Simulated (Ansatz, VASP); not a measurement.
## One calculation of Os, two programs

Contents of INCAR:

```
PREC = Accurate
ENCUT = 500
EDIFF = 1E-6
ISMEAR = -1
SIGMA = 0.05
LREAL = False
LASPH = True
NELM = 120
ALGO = Normal
ISIF = 2
LWAVE = False
LCHARG = True
GGA = B5
ALDAX = 1.0
AGGAX = 1.0
AGGAC = 1.0
ALDAC = 0.0
LELF = True
LVHAR = True
NBANDS = 23
GGA_COMPAT = False
```

The input KPOINTS:

```
Automatic mesh
0
Gamma
  6 6 4
```

POSCAR

```
Os
1.0
    2.7341000000      0.0000000000      0.0000000000
   -1.3670500000      2.3678000565      0.0000000000
    0.0000000000      0.0000000000      4.3197000000
Os
2
Direct
    0.6666666667      0.3333333333      0.7500000000
    0.3333333333      0.6666666667      0.2500000000
```

Contents of input.yaml:

```yaml
crystal:
  lattice:
    - [2.7341, 0.0, 0.0]
    - [-1.36705, 2.3678000565, 0.0]
    - [0.0, 0.0, 4.3197]
  atoms:
    - { symbol: Os, position: [0.6666666667, 0.3333333333, 0.75] }
    - { symbol: Os, position: [0.3333333333, 0.6666666667, 0.25] }
hamiltonian:
  xc: blyp
  pseudopotentials: { kind: paw }
kpoints:
  mp_grid: { grid: [6, 6, 4] }
  band_path:
    path:
      - [[0.0, 0.0, 0.0], [0.5, 0.0, 0.0], [0.3333333333, 0.3333333333, 0.0], [0.0, 0.0, 0.0], [0.0, 0.0, 0.5], [0.5, 0.0, 0.5], [0.3333333333, 0.3333333333, 0.5], [0.0, 0.0, 0.5]]
      - [[0.5, 0.0, 0.5], [0.5, 0.0, 0.0]]
      - [[0.3333333333, 0.3333333333, 0.0], [0.3333333333, 0.3333333333, 0.5]]
    npoints: 14
scf:
  occupations: { method: fermi_dirac, width: 0.05 }
  n_extra_bands: 6
output:
  forces: true
  stress: true
  eigenvalues: true
  fatbands: false
```

Alike in both runs: functional BLYP; k mesh 6 × 6 × 4; occupations fermi-dirac, width 0.05 eV; no spin polarisation.

|  | VASP | Ansatz |
| --- | --- | --- |
| version | VASP 6.6.1 | Ansatz 0.2.0 |
| potentials or method | VASP PAW PBE potentials, release 64 (Os_sv_GW) | Ansatz PAW |
| plane-wave cutoff (eV) | 500 | 420 |
| valence electrons in the cell | 32 | 32 |
| task | single point | band structure |

Ansatz gave:

- gap on the k mesh at the Fermi level (eV): none
- pressure (GPa): 26.6
- traceless stress, the component that is largest in VASP (GPa): -4.64

Problem. What did VASP give for the same quantities?

Solution. gap on the k mesh at the Fermi level (eV): none; pressure (GPa): 25.9; traceless stress, the component that is largest in VASP (GPa): -4.69.

VASP's potentials were made for PBE, not for BLYP. A gap of «none» marks a metal or a gap that the smearing closes.

The k mesh is coarse, so the values compare programs but aren't converged. Neither program's run includes spin-orbit coupling.
